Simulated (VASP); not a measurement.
# NaCl: vibrations by perturbation theory with PBEsol

The system is NaCl.

```
Cl Na
1.0
     0.00000    2.79406    2.79406
     2.79406    0.00000    2.79406
     2.79406    2.79406    0.00000
Cl Na
1 1
Direct
  0.50000 0.50000 0.50000
  0.00000 0.00000 0.00000
```

```json
{
  "Program": "VASP 6.6.1",
  "Task": "vibrations by perturbation theory",
  "Functional": "PBEsol",
  "Potentials or basis": "VASP PAW PBE potentials, release 64 (Cl, Na_pv)",
  "Cutoff": "520 eV",
  "k mesh": "6 × 6 × 6",
  "Occupations": "fermi-dirac, width 0.05 eV",
  "Spin": "no spin polarisation",
  "Dipole correction": "no",
  "Further INCAR settings": "ALGO = Normal; EDIFF = 1e-08; NBANDS = 14; IBRION = 8; NSW = 1"
}
```

```
Highest phonon frequency at Γ, LO-TO splitting left out : 172 cm⁻¹
```

Phonon frequencies in cm⁻¹ (negative: imaginary):
```tsv
q point	frequencies
(0.000, 0.000, 0.000)	0 0 0 172 172 172
```

Wall time 2.5 min on 1 thread of Intel Xeon 8259CL (shared host), peak memory 0.21 GiB.
